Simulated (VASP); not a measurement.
Here is a VASP 6.6.1 calculation.

INCAR

```
  PREC = Accurate
  ENCUT = 520
  EDIFF = 1E-6
  ISMEAR = 0
  SIGMA = 0.05
  LREAL = F
  LASPH = T
  NELM = 100
  ALGO = Normal
  ISIF = 2
  LWAVE = F
  LCHARG = F
  LDIPOL = T
  IDIPOL = 3
  DIPOL = 0.5 0.5 0.500
  GGA = PS
  NBANDS = 31
```

File KPOINTS:

```
regular mesh
0
Gamma
  12 12 1
```

POSCAR

```
PtS2
1.0
    3.5713268725      0.0000000000      0.0000000000
   -1.7856634363      3.0928597968      0.0000000000
    0.0000000000      0.0000000000     22.1614372366
S Pt
4 2
Direct
    0.6666666667      0.3333333333      0.3384257041
    0.3333333333      0.6666666667      0.4464133497
    0.6666666667      0.3333333333      0.5535866503
    0.3333333333      0.6666666667      0.6615742959
    0.0000000000      0.0000000000      0.3924195269
    0.0000000000      0.0000000000      0.6075804731
```

Potentials or basis: VASP PAW PBE potentials, release 64 (S, Pt).

Command:

```console
$ cat potpaw_PBE.64/S/POTCAR potpaw_PBE.64/Pt/POTCAR > POTCAR
$ mpirun -np 1 vasp_std > vasp.out
```

(1) Predict the band gap on the k mesh.

(2) Predict the largest force.

## Answers

(1) 0.80 eV (least direct gap 1.32 eV).

(2) 0.194 eV/Å.

Caveat: the PAW data sets were made with another functional, which shifts forces and pressure a little; spin-orbit coupling is left out, which moves the levels of the heavy elements.
